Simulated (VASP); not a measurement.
Wanted: the native input for a VASP 6.6.1 run.

* Task: single point
* Functional: PBE
* Potentials or basis: VASP PAW PBE potentials, release 64 (Li_sv)
* Cutoff: 520 eV
* k mesh: 4 × 4 × 4
* Occupations: gaussian, width 0.2 eV
* Spin: no spin polarisation
* Dipole correction: no
* Further INCAR settings: ALGO = Fast; EDIFF = 1e-06; NBANDS = 22

The structure of Li lies in POSCAR:

```
Li
1.0
    0.0000000000      0.0000000000      5.4199538993
    2.9375681053     -5.0829839860      0.0000000000
    2.9375681053      5.0829839860      0.0000000000
Li
8
Direct
    0.0000000000      0.0000000000      0.0000000000
    0.5000000000      0.0000000000      0.0000000000
    0.0000000000      1.0000000000      0.5000000000
    0.5000000000      1.0000000000      0.5000000000
    0.0000000000      0.5000000000      1.0000000000
    0.5000000000      0.5000000000      1.0000000000
    0.0000000000      0.5000000000      0.5000000000
    0.5000000000      0.5000000000      0.5000000000
```

This isn't the form of Li at room conditions, which is bcc.

One way to write it, as run:

INCAR

```
SYSTEM = Li
ALGO     = Fast           ! electronic algorithm
EDIFF    = 1E-6           ! SCF threshold, eV
ENCUT    = 520            ! plane-wave cutoff, eV
GGA      = PE             ! functional
ISIF     = 2              ! what is computed and relaxed
ISMEAR   = 0              ! smearing method
LASPH    = .TRUE.         ! aspherical terms in the spheres
LCHARG   = .TRUE.         ! write CHGCAR
LELF     = .TRUE.         ! ELF
LREAL    = .FALSE.        ! projectors in reciprocal space
LVHAR    = .TRUE.       
LWAVE    = .FALSE.        ! write WAVECAR
NBANDS   = 22             ! bands
NELM     = 100            ! most SCF steps
PREC     = Accurate       ! precision mode
SIGMA    = 0.2            ! smearing width, eV
```

KPOINTS

```
k-points
0
G
  4 4 4
  0 0 0
```

Potentials or basis: VASP PAW PBE potentials, release 64 (Li_sv).

Launch:

```console
$ cat potpaw_PBE.64/Li_sv/POTCAR > POTCAR
$ mpirun -np 1 vasp_std > vasp.out
```

It gave:

| Item | Value |
| --- | --- |
| Band gap on the k mesh | zero (bands 12 and 13 overlap by 1.66 eV) |

Wall time 2.9 min on 1 thread of AMD EPYC 7R13, on a shared host, peak memory 0.28 GiB.
